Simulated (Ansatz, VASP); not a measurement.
## One calculation of HfC, two programs

Contents of INCAR:

```
PREC = Accurate ; ENCUT = 520
EDIFF = 1E-6 ; ISMEAR = -1
SIGMA = 0.05 ; LREAL = False
LASPH = True ; NELM = 150
ALGO = Normal ; ISIF = 2
LWAVE = False ; LCHARG = False
MAGMOM = 0 0 0 0 0 0 ; LORBIT = 11
LSORBIT = True ; GGA_COMPAT = False
LORBMOM = True ; LMAXMIX = 4
GGA = PE ; NBANDS = 26
```

KPOINTS

```
Automatic mesh
0
Gamma
  12 12 12
```

The input POSCAR:

```
HfC
1.0
    0.0000000000      2.3250000000      2.3250000000
    2.3250000000      0.0000000000      2.3250000000
    2.3250000000      2.3250000000      0.0000000000
Hf C
1 1
Direct
    0.5000000000      0.5000000000      0.5000000000
    0.0000000000      0.0000000000      0.0000000000
```

Input for Ansatz:

```yaml
crystal:
  lattice:
    - [0.0, 2.325, 2.325]
    - [2.325, 0.0, 2.325]
    - [2.325, 2.325, 0.0]
  atoms:
    - { symbol: Hf, position: [0.5, 0.5, 0.5] }
    - { symbol: C, position: [0.0, 0.0, 0.0] }
kpoints:
  mp_grid: { grid: [12, 12, 12] }
  band_path:
    path:
      - [0.0, 0.0, 0.0]
      - [0.5, 0.0, 0.5]
      - [0.625, 0.25, 0.625]
      - [0.375, 0.375, 0.75]
      - [0.0, 0.0, 0.0]
      - [0.5, 0.5, 0.5]
      - [0.5, 0.25, 0.75]
      - [0.5, 0.0, 0.5]
    npoints: 5
scf:
  occupations: { method: fermi_dirac, width: 0.05 }
hamiltonian:
  xc: pbe
  pseudopotentials: { kind: all_electron, lapw: { basis_error: 0.00025 } }
output:
  forces: true
  stress: true
  eigenvalues: true
magnetization:
  noncollinear: true
  spin_orbit: true
```

Alike in both runs: task single point; functional PBE; k mesh 12 × 12 × 12; occupations fermi-dirac, width 0.05 eV; non-collinear spin, spin-orbit coupling.

|  | VASP | Ansatz |
| --- | --- | --- |
| version | VASP 6.6.1 | Ansatz 0.2.0 |
| potentials or method | VASP PAW PBE potentials, release 64 (Hf_pv, C), cutoff 520 eV | all-electron LAPW |

|  | VASP | Ansatz | Ansatz less VASP |
| --- | --- | --- | --- |
| pressure (GPa) | -0.5 | -0.3 | +0.22 |
| net moment per atom (μB) | 0.00 | 0.00 | 0.000 |

Ansatz ran all-electron here, and VASP with PAW potentials.
